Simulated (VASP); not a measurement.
# Ag (Im-3m) in VASP: notebook

The runs below take Ag through single point, with PBE.

Everything below comes from runs of VASP 6.6.1. Logs are shortened: lines on timing, memory, paths and dates and some standing lists are left out, and cuts for length are marked.

**1. The cell of the first run**

Symmetry: Im-3m, No. 229, cubic system. Conventional cell: a = 3.244 Å, b = 3.244 Å, c = 3.244 Å, α = 90.00°, β = 90.00°, γ = 90.00°. Within 3.7 Å of Ag (site symmetry m-3m) lie 14 Ag at 2.81 to 3.24 Å.

**2. Single point, PBE (volume scaled by 0.94)**

The input, INCAR:

```
  PREC = Accurate
  ENCUT = 520
  EDIFF = 1E-7
  ISMEAR = -1
  SIGMA = 0.05
  LREAL = F
  LASPH = T
  NELM = 100
  ALGO = Normal
  ISIF = 2
  LWAVE = F
  LCHARG = F
  GGA = PE
  NBANDS = 12
```

The input, KPOINTS:

```
Automatic mesh
0
Gamma
  11 11 11
```

The input, POSCAR:

```
Ag
1.0
   -1.6218556592      1.6218556592      1.6218556592
    1.6218556592     -1.6218556592      1.6218556592
    1.6218556592      1.6218556592     -1.6218556592
Ag
1
Direct
    0.0000000000      0.0000000000      0.0000000000
```

Potentials or basis: VASP PAW PBE potentials, release 64 (Ag).

On the command line:

```sh
$ cat potpaw_PBE.64/Ag/POTCAR > POTCAR
$ mpirun -np 1 vasp_std > vasp.out
```

OUTCAR:

```text
PREC = Accurate
   ENCUT = 520
   EDIFF = 1E-7
   ISMEAR = -1
   LREAL = F
   LASPH = T
   NELM = 100
   ISIF = 2
   GGA = PE

 ion  position               nearest neighbor table
   1  0.000  0.000  0.000-

  LATTYP: Found a body centered cubic cell.
 ALAT       =     3.2437113184

  Lattice vectors:

 A1 = (  -1.6218556592,   1.6218556592,   1.6218556592)
 A2 = (   1.6218556592,  -1.6218556592,   1.6218556592)
 A3 = (   1.6218556592,   1.6218556592,  -1.6218556592)

Analysis of symmetry for initial positions (statically):
=====================================================================
 Subroutine PRICEL returns:
 Original cell was already a primitive cell.

 Routine SETGRP: Setting up the symmetry group for a
 body centered cubic supercell.

 Subroutine GETGRP returns: Found 48 space group operations
[... 9 lines left out ...]

 Routine SETGRP: Setting up the symmetry group for a
 body centered cubic supercell.

 Subroutine GETGRP returns: Found 48 space group operations
[... 11 lines left out ...]
                                     Primitive cell

  volume of cell :      17.0646

  direct lattice vectors                    reciprocal lattice vectors
    -1.621855659  1.621855659  1.621855659     0.000000000  0.308288840  0.308288840
     1.621855659 -1.621855659  1.621855659     0.308288840  0.000000000  0.308288840
     1.621855659  1.621855659 -1.621855659     0.308288840  0.308288840  0.000000000

  length of vectors
     2.809136404  2.809136404  2.809136404     0.435986259  0.435986259  0.435986259

  position of ions in fractional coordinates (direct lattice)
     0.000000000  0.000000000  0.000000000

  ion indices of the primitive-cell ions
   primitive index   ion index
                 1           1

----------------------------------------------------------------------------------------

 KPOINTS: Automatic mesh

Automatic generation of k-mesh.
 Grid dimensions read from file:
 generate k-points for:   11   11   11

 Generating k-lattice:

  Cartesian coordinates                     Fractional coordinates (reciprocal lattice)
     0.000000000  0.028026258  0.028026258     0.090909091  0.000000000  0.000000000
     0.028026258  0.000000000  0.028026258     0.000000000  0.090909091  0.000000000
     0.028026258  0.028026258  0.000000000     0.000000000  0.000000000  0.090909091

  Length of vectors
     0.039635114  0.039635114  0.039635114

  Shift w.r.t. Gamma in fractional coordinates (k-lattice)
     0.000000000  0.000000000  0.000000000

[... 50 lines left out ...]
   EDIFF  = 0.1E-06   stopping-criterion for ELM
   LREAL  =      F    real-space projection
   EDIFFG = 0.1E-05   stopping-criterion for IOM
   NSW    =      0    number of steps for IOM
   IBRION =     -1    ionic relax: 0-MD 1-quasi-New 2-CG
   NFREE  =      0    steps in history (QN), initial steepest desc. (CG)
   ISIF   =      2    stress and relaxation
   ISYM   =      2    0-nonsym 1-usesym 2-fastsym
   POTIM  = 0.5000    time-step for ionic-motion
   TEBEG  =    0.0;   TEEND  =   0.0 temperature during run
   PSTRESS=    0.0 pullay stress
   NELECT =      11.0000    total number of electrons
   NUPDOWN=      -1.0000    fix difference up-down
   EMIN   =  10.00;   EMAX   =-10.00  energy-range for DOS
   EFERMI =   0.00;   METHOD = LEGACY
   ISMEAR =    -1;   SIGMA  =   0.05  broadening in eV -4-tet -1-fermi 0-gaus
   EFERMI_NEDOS =   21; number of points for ismear=-14 and -15
   IALGO  =     38    algorithm
   IMIX   =      4    mixing-type and parameters
     AMIX     =   0.40;   BMIX     =  1.00
     AMIX_MAG =   1.60;   BMIX_MAG =  1.00
  volume/ion in A,a.u.               =      17.06       115.16
  Fermi-wavevector in a.u.,A,eV,Ry     =   1.414187  2.672426 27.210632  1.999925
  Thomas-Fermi vector in A             =   2.535755
   LORBIT       =      0    0 simple, 1 ext, 2 COOP (PROOUT), +10 PAW based schemes
   GGA     = PE    functional components
   LHFCALC =     F    Hartree Fock is set to
   AEXX    =    0.0000 exact exchange contribution
   IVDW    =     0    specifies the selected vdW correction
   LEPSILON=     F    determine dielectric tensor
   LRPA    =     F    only Hartree local field effects (RPA)
 non-spin polarized calculation
  energy-cutoff  :      520.00
  volume of cell :       17.06
 maximum number of plane-waves:       472
 NGX is ok and might be reduce to    24
   NGX = 11   NGY = 11   NGZ = 11

 number of electron      10.9999999 magnetization

 Free energy of the ion-electron system (eV)
  ---------------------------------------------------
  ext. energy  EPLUGINS =         0.00000000
  ---------------------------------------------------
  free energy    TOTEN  =        -2.68171206 eV

  energy without entropy =       -2.67786364  energy(sigma->0) =       -2.67978785

 E-fermi :   8.4187     XC(G=0): -12.2035

 val. band max:        8.3880582364   @ k =  -0.3636   0.4545   0.0909
 cond. band min:       8.5465701772   @ k =  -0.4545   0.4545   0.0909
 fundamental gap:      0.1585119408
 Fermi energy:         8.4187000823

 k-point     1 :       0.0000    0.0000    0.0000
  band No.  band energies     occupation
      1       0.6654      2.00000
      2       3.5049      2.00000
      3       3.5049      2.00000
      4       3.5049      2.00000
      5       4.8375      2.00000
      6       4.8375      2.00000
      7      26.4035      0.00000
      8      26.4035      0.00000
      9      26.4035      0.00000
     10      32.7281      0.00000
     11      32.7281      0.00000
     12      32.7281      0.00000
[... 331 lines left out ...]
 k-point    24 :       0.3636    0.1818    0.0909
  band No.  band energies     occupation
      1       2.6008      2.00000
      2       2.8954      2.00000
      3       4.2023      2.00000
      4       4.8858      2.00000
      5       5.0051      2.00000
      6      11.2129      0.00000
      7      12.9156      0.00000
      8      17.3414      0.00000
      9      19.8856      0.00000
     10      31.0196      0.00000
     11      33.5243      0.00000
     12      35.2224      0.00000

 [... further k-points ...]
[... 5 lines left out ...]
  --------------------------------------------------------------------------------------
  -------------------------------------------------------------------------------------
  Total        0.5659139      0.5659139      0.5659139      0.0000000      0.0000000      0.0000000
  in kB       53.1330000     53.1330000     53.1330000      0.0000000      0.0000000      0.0000000
  external PRESSURE =      53.1330000 kB  Pullay stress =       0.0000000 kB

 VOLUME and BASIS-vectors are now :
 -----------------------------------------------------------------------------
  energy-cutoff  :      520.00
  volume of cell :       17.06
      direct lattice vectors                 reciprocal lattice vectors
    -1.621855659  1.621855659  1.621855659     0.000000000  0.308288840  0.308288840
     1.621855659 -1.621855659  1.621855659     0.308288840  0.000000000  0.308288840
     1.621855659  1.621855659 -1.621855659     0.308288840  0.308288840  0.000000000

 POSITION                                       TOTAL-FORCE (eV/Angst)
 -----------------------------------------------------------------------------------
      0.00000      0.00000      0.00000        -0.000000     -0.000000      0.000000
 -----------------------------------------------------------------------------------
    total drift:                                0.000000      0.000000     -0.000000

  FREE ENERGIE OF THE ION-ELECTRON SYSTEM (eV)
  ---------------------------------------------------
  free  energy   TOTEN  =        -2.6817120557 eV

  energy  without entropy=       -2.6778636351  energy(sigma->0) =       -2.67978785
```

OSZICAR:

```text
N       E                     dE             d eps       ncg     rms          rms(c)
DAV:   1     0.521474761705E+02    0.52147E+02   -0.54925E+03  1352   0.827E+02
DAV:   2    -0.210478766885E+01   -0.54252E+02   -0.51336E+02  1552   0.195E+02
DAV:   3    -0.293002499915E+01   -0.82524E+00   -0.82401E+00  1552   0.250E+01
DAV:   4    -0.293268546154E+01   -0.26605E-02   -0.26604E-02  1520   0.149E+00
DAV:   5    -0.293270687305E+01   -0.21412E-04   -0.21412E-04  1560   0.118E-01    0.520E+00
DAV:   6    -0.269286386695E+01    0.23984E+00   -0.94169E-01  1492   0.866E+00    0.340E+00
DAV:   7    -0.268467988836E+01    0.81840E-02   -0.91841E-03  1512   0.901E-01    0.191E+00
DAV:   8    -0.268169938300E+01    0.29805E-02   -0.71854E-04  1544   0.200E-01    0.835E-02
DAV:   9    -0.268170727731E+01   -0.78943E-05   -0.10422E-05  1464   0.265E-02    0.230E-02
DAV:  10    -0.268171245747E+01   -0.51802E-05   -0.43325E-06  1528   0.197E-02    0.430E-03
DAV:  11    -0.268171211353E+01    0.34394E-06   -0.93771E-08  1216   0.256E-03    0.714E-04
DAV:  12    -0.268171205574E+01    0.57784E-07   -0.58836E-09   816   0.664E-04
   1 F= -.26817121E+01 E0= -.26797878E+01  d E =-.384842E-02
```

Run time: 3.9 s. Hardware: 1 thread of Intel Xeon 6975P-C (Granite Rapids), shared host; peak memory 0.14 GiB.

What came out:

```
Free energy : -2.6817 eV
Pressure    : 5.3 GPa
```

Caveat: the cell differs from its parent crystal (volume scaled by 0.94).

**3. Single point, PBE**

This run uses another cell than the first one, of 18.15 Å³/atom, 1.064 times its volume.

The input, INCAR:

```
PREC = Accurate
ENCUT = 520
EDIFF = 1E-6
ISMEAR = -1
SIGMA = 0.05
LREAL = False
LASPH = True
NELM = 100
ALGO = Normal
ISIF = 2
LWAVE = False
LCHARG = False
GGA = PE
NBANDS = 12
```

KPOINTS is that of step 2.

The input, POSCAR:

```
Ag
1.0
   -1.6556540000      1.6556540000      1.6556540000
    1.6556540000     -1.6556540000      1.6556540000
    1.6556540000      1.6556540000     -1.6556540000
Ag
1
Direct
    0.0000000000      0.0000000000      0.0000000000
```

Potentials or basis: VASP PAW PBE potentials, release 64 (Ag).

On the command line:

```sh
$ cat potpaw_PBE.64/Ag/POTCAR > POTCAR
$ mpirun -np 1 vasp_std > vasp.out
```

Run time: 3.8 s. Hardware: 1 thread of Intel Xeon 6975P-C (Granite Rapids), shared host; peak memory 0.14 GiB.

The run converged. Its results:

| Property | Result |
| --- | --- |
| Free energy | -2.6958 eV |
| Pressure | -0.9 GPa |

Levels at points of the mesh, in eV from the Fermi level:
```
           k point  band 3  band 4  band 5  band 6  band 7  band 8  band 9  band 10
(0.00, 0.00, 0.00)   -4.68   -4.68   -3.48   -3.48   17.76   17.76   17.76    23.13
```

**4. Single point, PBE (volume scaled by 0.98)**

The input, INCAR:

```
SYSTEM = Ag
PREC     = Accurate       ! precision mode
ENCUT    = 520            ! plane-wave cutoff, eV
EDIFF    = 1E-6           ! SCF threshold, eV
ISMEAR   = -1             ! smearing method
SIGMA    = 0.05           ! smearing width, eV
LREAL    = .FALSE.        ! projectors in reciprocal space
LASPH    = .TRUE.         ! aspherical terms in the spheres
NELM     = 80             ! most SCF steps
ALGO     = Normal         ! electronic algorithm
ISIF     = 2              ! what is computed and relaxed
LWAVE    = .FALSE.        ! write WAVECAR
LCHARG   = .FALSE.        ! write CHGCAR
GGA      = PE             ! functional
NBANDS   = 12             ! bands
```

The input, KPOINTS:

```
regular mesh
0
G
  11 11 11
  0 0 0
```

The input, POSCAR:

```
Ag
1.0
   -1.6445418934      1.6445418934      1.6445418934
    1.6445418934     -1.6445418934      1.6445418934
    1.6445418934      1.6445418934     -1.6445418934
Ag
1
Direct
    0.0000000000      0.0000000000      0.0000000000
```

On the command line:

```sh
$ cat potpaw_PBE.64/Ag/POTCAR > POTCAR
$ mpirun -np 1 vasp_std > vasp.out
```

Run time: 3.6 s. Hardware: 1 thread of Intel Xeon 6975P-C (Granite Rapids), shared host; peak memory 0.14 GiB.

The run converged. Its results:

```
Free energy : -2.6957 eV
Pressure    : 0.9 GPa
```

Levels at points of the mesh, in eV from the Fermi level:
| k point | band 4 | band 5 | band 6 | band 7 | band 8 | band 9 |
| --- | --- | --- | --- | --- | --- | --- |
| (0.00, 0.00, 0.00) | -4.76 | -3.51 | -3.51 | 17.84 | 17.84 | 17.84 |

Caveat: the cell differs from its parent crystal (volume scaled by 0.98).

**5. Summary**

| cell | gap on the mesh (eV) | pressure (GPa) |
| --- | --- | --- |
| a = 2.809 Å, angles 109.5°, 1 atom | none | 5.3 |
| a = 2.868 Å, angles 109.5°, 1 atom | none | -0.9 |
| a = 2.848 Å, angles 109.5°, 1 atom | none | 0.9 |

Alike in all rows: task single point; level PBE; potentials or basis VASP PAW PBE potentials, release 64 (Ag); no spin polarisation; k mesh 11 × 11 × 11; cutoff (eV) 520; smearing fermi-dirac 0.05 eV.

Absolute energies hang on the potentials; compare differences alone.
